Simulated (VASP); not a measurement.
# InSb in VASP: single point with PBE

Aim: the single point of InSb with PBE.

Program: VASP 6.6.1. These are calculated values, not measurements. Logs are shortened: lines on timing, memory, paths and dates and some standing lists are left out, and cuts for length are marked.

### Step 1. The cell of the first run

The cell holds a wire or tube with vacuum around it, 4 atoms: a = 11.700 Å, b = 9.300 Å, c = 5.770 Å, α = 90.00°, β = 90.00°, γ = 90.00°.

### Step 2. Single point, PBE, collinear spin

The input, INCAR:

```
PREC     = Accurate       # precision mode
ENCUT    = 520            # plane-wave cutoff, eV
EDIFF    = 1E-6           # SCF threshold, eV
ISMEAR   = 0              # smearing method
SIGMA    = 0.05           # smearing width, eV
LREAL    = False          # projectors in reciprocal space
LASPH    = True           # aspherical terms in the spheres
NELM     = 150            # most SCF steps
ALGO     = Normal         # electronic algorithm
ISIF     = 2              # what is computed and relaxed
LWAVE    = False          # write WAVECAR
LCHARG   = False          # write CHGCAR
ISPIN    = 2              # spin polarisation
MAGMOM   = 0.5 0.5 0.5 0.5 # initial moments
LORBIT   = 11             # projections on sites
GGA      = PE             # functional
NBANDS   = 30             # bands
```

The input, KPOINTS:

```
regular mesh
0
Gamma
  1 1 13
```

The input, POSCAR:

```
InSb
1.0
   11.7000000000      0.0000000000      0.0000000000
    0.0000000000      9.3000000000      0.0000000000
    0.0000000000      0.0000000000      5.7696653159
In Sb
2 2
Direct
    0.3772715531      0.5000000000      0.0000000000
    0.6227284469      0.5000000000      0.5000000000
    0.3768868743      0.5000000000      0.5000000000
    0.6231131257      0.5000000000      0.0000000000
```

Potentials or basis: VASP PAW PBE potentials, release 64 (In_d, Sb).

Run with:

```
$ cat potpaw_PBE.64/In_d/POTCAR potpaw_PBE.64/Sb/POTCAR > POTCAR
$ mpirun -np 1 vasp_std > vasp.out
```

OUTCAR:

```text
PREC = Accurate
   ENCUT = 520
   EDIFF = 1E-6
   ISMEAR = 0
   LREAL = False
   LASPH = True
   NELM = 150
   ISIF = 2
   ISPIN = 2
   LORBIT = 11
   GGA = PE

 ion  position               nearest neighbor table
   1  0.377  0.500  0.000-   4 2.88   3 2.88   3 2.88
   2  0.623  0.500  0.500-   3 2.88   4 2.88   4 2.88
   3  0.377  0.500  0.500-   2 2.88   1 2.88   1 2.88
   4  0.623  0.500  0.000-   1 2.88   2 2.88   2 2.88

  LATTYP: Found a simple orthorhombic cell.
 ALAT       =     5.7696653159
 B/A-ratio  =     1.6118785910
 C/A-ratio  =     2.0278472597

  Lattice vectors:

 A1 = (   0.0000000000,   0.0000000000,  -5.7696653159)
 A2 = (   0.0000000000,   9.3000000000,   0.0000000000)
 A3 = (  11.7000000000,   0.0000000000,   0.0000000000)

Analysis of symmetry for initial positions (statically):
=====================================================================
 Subroutine PRICEL returns:
 Original cell was already a primitive cell.

 Routine SETGRP: Setting up the symmetry group for a
 simple orthorhombic supercell.

 Subroutine GETGRP returns: Found  8 space group operations
 (whereof  4 operations were pure point group operations)
 out of a pool of  8 trial point group operations.

The static configuration has the point symmetry C_2v.
 The point group associated with its full space group is D_2h.

Analysis of symmetry for dynamics (positions and initial velocities):
=====================================================================
 Subroutine PRICEL returns:
 Original cell was already a primitive cell.

 Routine SETGRP: Setting up the symmetry group for a
 simple orthorhombic supercell.

 Subroutine GETGRP returns: Found  8 space group operations
 (whereof  4 operations were pure point group operations)
 out of a pool of  8 trial point group operations.

The dynamic configuration has the point symmetry C_2v.
 The point group associated with its full space group is D_2h.

Analysis of structural, dynamic, and magnetic symmetry:
=====================================================================
 Subroutine PRICEL returns:
 Original cell was already a primitive cell.

 Routine SETGRP: Setting up the symmetry group for a
 simple orthorhombic supercell.

 Subroutine GETGRP returns: Found  8 space group operations
 (whereof  4 operations were pure point group operations)
 out of a pool of  8 trial point group operations.

The overall configuration has the point symmetry C_2v.
 The point group associated with its full space group is D_2h.

 Subroutine INISYM returns: Found  8 space group operations
 (whereof  4 operations are pure point group operations),
 and found     1 'primitive' translations

----------------------------------------------------------------------------------------

                                     Primitive cell

  volume of cell :     627.7973

  direct lattice vectors                    reciprocal lattice vectors
    11.700000000  0.000000000  0.000000000     0.085470085  0.000000000  0.000000000
     0.000000000  9.300000000  0.000000000     0.000000000  0.107526882  0.000000000
     0.000000000  0.000000000  5.769665316     0.000000000  0.000000000  0.173320279

  length of vectors
    11.700000000  9.300000000  5.769665316     0.085470085  0.107526882  0.173320279

  position of ions in fractional coordinates (direct lattice)
     0.377271553  0.500000000  0.000000000
     0.622728447  0.500000000  0.500000000
     0.376886874  0.500000000  0.500000000
     0.623113126  0.500000000  0.000000000

  ion indices of the primitive-cell ions
   primitive index   ion index
                 1           1
                 2           2
                 3           3
                 4           4

----------------------------------------------------------------------------------------

 KPOINTS: regular mesh

Automatic generation of k-mesh.
 Grid dimensions read from file:
 generate k-points for:    1    1   13

 Generating k-lattice:

  Cartesian coordinates                     Fractional coordinates (reciprocal lattice)
     0.085470085  0.000000000  0.000000000     1.000000000  0.000000000  0.000000000
     0.000000000  0.107526882  0.000000000     0.000000000  1.000000000  0.000000000
     0.000000000  0.000000000  0.013332329     0.000000000  0.000000000  0.076923077

  Length of vectors
     0.085470085  0.107526882  0.013332329

  Shift w.r.t. Gamma in fractional coordinates (k-lattice)
     0.000000000  0.000000000  0.000000000

 Subroutine IBZKPT returns following result:
 ===========================================

 Found      7 irreducible k-points:

 Following reciprocal coordinates:
            Coordinates               Weight
  0.000000  0.000000  0.000000      1.000000
  0.000000  0.000000  0.076923      2.000000
  0.000000  0.000000  0.153846      2.000000
  0.000000  0.000000  0.230769      2.000000
  0.000000  0.000000  0.307692      2.000000
  0.000000  0.000000  0.384615      2.000000
  0.000000  0.000000  0.461538      2.000000
   k-points           NKPTS =      7   k-points in BZ     NKDIM =      7   number of bands    NBANDS=     30
   number of dos      NEDOS =    301   number of ions     NIONS =      4
   total plane-waves  NPLWV = 302400
   dimension x,y,z NGX =    90 NGY =   70 NGZ =   48
   dimension x,y,z NGXF=   180 NGYF=  140 NGZF=   96
   ions per type =               2   2
   NGX,Y,Z   is equivalent  to a cutoff of  12.79, 12.51, 13.83 a.u.
   NGXF,Y,Z  is equivalent  to a cutoff of  25.58, 25.03, 27.66 a.u.
 SYSTEM =  unknown system
   PREC   = accura    normal or accurate (medium, high low for compatibility)
   ISTART =      0    job   : 0-new  1-cont  2-samecut
   ICHARG =      2    charge: 1-file 2-atom 10-const
   ISPIN  =      2    spin polarized calculation?
   LNONCOLLINEAR =      F non collinear calculations
   LSORBIT =      F    spin-orbit coupling
   LASPH  =      T    aspherical Exc in radial PAW
   ENCUT  =  520.0 eV  38.22 Ry    6.18 a.u.  21.75 17.29 10.73*2*pi/ulx,y,z
   NELM   =    150;   NELMIN=  2; NELMDL= -5     # of ELM steps
   EDIFF  = 0.1E-05   stopping-criterion for ELM
   LREAL  =      F    real-space projection
   EDIFFG = 0.1E-04   stopping-criterion for IOM
   NSW    =      0    number of steps for IOM
   IBRION =     -1    ionic relax: 0-MD 1-quasi-New 2-CG
   NFREE  =      0    steps in history (QN), initial steepest desc. (CG)
   ISIF   =      2    stress and relaxation
   ISYM   =      2    0-nonsym 1-usesym 2-fastsym
   POTIM  = 0.5000    time-step for ionic-motion
   TEBEG  =    0.0;   TEEND  =   0.0 temperature during run
   PSTRESS=    0.0 pullay stress
   NELECT =      36.0000    total number of electrons
   NUPDOWN=      -1.0000    fix difference up-down
   EMIN   =  10.00;   EMAX   =-10.00  energy-range for DOS
   EFERMI =   0.00;   METHOD = LEGACY
   ISMEAR =     0;   SIGMA  =   0.05  broadening in eV -4-tet -1-fermi 0-gaus
   EFERMI_NEDOS =   21; number of points for ismear=-14 and -15
   IALGO  =     38    algorithm
   IMIX   =      4    mixing-type and parameters
     AMIX     =   0.40;   BMIX     =  1.00
     AMIX_MAG =   1.60;   BMIX_MAG =  1.00
  volume/ion in A,a.u.               =     156.95      1059.15
  Fermi-wavevector in a.u.,A,eV,Ry     =   0.631300  1.192984  5.422463  0.398540
  Thomas-Fermi vector in A             =   1.694228
   LORBIT       =     11    0 simple, 1 ext, 2 COOP (PROOUT), +10 PAW based schemes
   GGA     = PE    functional components
   LHFCALC =     F    Hartree Fock is set to
   AEXX    =    0.0000 exact exchange contribution
   IVDW    =     0    specifies the selected vdW correction
   LEPSILON=     F    determine dielectric tensor
   LRPA    =     F    only Hartree local field effects (RPA)
 spin polarized calculation
 Gauss-broadening in eV      SIGMA  =   0.05
  energy-cutoff  :      520.00
  volume of cell :      627.80
 maximum number of plane-waves:     16918
 NGX is ok and might be reduce to    90
   NGX = 43   NGY = 35   NGZ = 21

 number of electron      36.0000012 magnetization       0.7692030

 Free energy of the ion-electron system (eV)
  ---------------------------------------------------
  ext. energy  EPLUGINS =         0.00000000
  ---------------------------------------------------
  free energy    TOTEN  =       -10.98719763 eV

  energy without entropy =      -10.98398748  energy(sigma->0) =      -10.98559255

 E-fermi :  -2.3382     XC(G=0):  -3.0475

 val. band max:       -2.5339092992   @ k =   0.0000   0.0000   0.4615
 cond. band min:      -2.3286604565   @ k =   0.0000   0.0000   0.3846
 fundamental gap:      0.2052488428
 Fermi energy:        -2.3381789963

 spin component 1

 k-point     1 :       0.0000    0.0000    0.0000
  band No.  band energies     occupation
      1     -16.9480      1.00000
      2     -16.9375      1.00000
      3     -16.8634      1.00000
      4     -16.8390      1.00000
      5     -16.8339      1.00000
      6     -16.8301      1.00000
[... 220 lines left out ...]
     29       2.7037      0.00000
     30       3.0364      0.00000
 Fermi energy:        -2.3381789963

 spin component 2

 k-point     1 :       0.0000    0.0000    0.0000
  band No.  band energies     occupation
      1     -16.9478      1.00000
      2     -16.9402      1.00000
      3     -16.8671      1.00000
      4     -16.8388      1.00000
      5     -16.8379      1.00000
      6     -16.8299      1.00000
[... 220 lines left out ...]
     29       2.8050      0.00000
     30       3.0700      0.00000

------------------------ aborting loop because EDIFF is reached ----------------------------------------

  FORCE on cell =-STRESS in cart. coord.  units (eV):
  Direction    XX          YY          ZZ          XY          YZ          ZX
  --------------------------------------------------------------------------------------
  -------------------------------------------------------------------------------------
  Total       -0.1089278      0.0986283      0.0292487      0.0000000      0.0000000      0.0000000
  in kB       -0.2779903      0.2517055      0.0746445      0.0000000      0.0000000      0.0000000
  external PRESSURE =       0.0161199 kB  Pullay stress =       0.0000000 kB

 VOLUME and BASIS-vectors are now :
 -----------------------------------------------------------------------------
  energy-cutoff  :      520.00
  volume of cell :      627.80
      direct lattice vectors                 reciprocal lattice vectors
    11.700000000  0.000000000  0.000000000     0.085470085  0.000000000  0.000000000
     0.000000000  9.300000000  0.000000000     0.000000000  0.107526882  0.000000000
     0.000000000  0.000000000  5.769665316     0.000000000  0.000000000  0.173320279

 POSITION                                       TOTAL-FORCE (eV/Angst)
 -----------------------------------------------------------------------------------
      4.41408      4.65000      0.00000        -0.008651      0.000000      0.000000
      7.28592      4.65000      2.88483         0.008651      0.000000      0.000000
      4.40958      4.65000      2.88483         0.003473      0.000000      0.000000
      7.29042      4.65000      0.00000        -0.003473      0.000000      0.000000
 -----------------------------------------------------------------------------------
    total drift:                                0.000000      0.000000      0.000000

  FREE ENERGIE OF THE ION-ELECTRON SYSTEM (eV)
  ---------------------------------------------------
  free  energy   TOTEN  =       -10.9871976275 eV

  energy  without entropy=      -10.9839874808  energy(sigma->0) =      -10.98559255

 total charge

# of ion       s       p       d       tot
------------------------------------------
    1        0.995   0.486   9.850  11.332
    2        0.995   0.486   9.850  11.332
    3        1.195   1.196   0.014   2.406
    4        1.195   1.196   0.014   2.406
--------------------------------------------------
tot          4.382   3.364  19.729  27.474

 magnetization (x)

# of ion       s       p       d       tot
------------------------------------------
    1       -0.004  -0.010   0.002  -0.012
    2       -0.004  -0.010   0.002  -0.012
    3        0.000   0.147  -0.000   0.147
    4        0.000   0.147  -0.000   0.147
--------------------------------------------------
tot         -0.008   0.274   0.004   0.270
```

Run time: 5.6 min. Hardware: 1 thread of Intel Xeon 6975P-C (Granite Rapids), shared host; peak memory 0.92 GiB.

Results:

* Free energy: -10.9872 eV
* Largest force: 0.009 eV/Å
* Net moment: 0.77 μB per cell
* Site moments: In -0.01; Sb +0.15 μB
* Valence electrons inside the program's atomic spheres: In 11.33; Sb 2.41

Forces in eV/Å, atoms in the order of the input:
```
In  -0.009  0.000  0.000
In   0.009  0.000  0.000
Sb   0.003  0.000  0.000
Sb  -0.003  0.000  0.000
```

Levels at points of the mesh, in eV from the Fermi level:
Spin up:
| k point | band 14 | band 15 | band 16 | band 17 | band 18 | band 19 | band 20 | band 21 | band 22 | band 23 |
| --- | --- | --- | --- | --- | --- | --- | --- | --- | --- | --- |
| (0.00, 0.00, 0.00) | -3.18 | -2.83 | -1.78 | -1.64 | -1.48 | -0.41 | 0.93 | 2.49 | 2.78 | 3.33 |
Spin down:
```
           k point  band 16  band 17  band 18  band 19  band 20  band 21
(0.00, 0.00, 0.00)    -1.69    -1.44    -1.33     0.04     1.03     2.55
```

Caveat: a moment this small can come from the mesh or the smearing; spin-orbit coupling is left out, which moves the levels of the heavy elements.
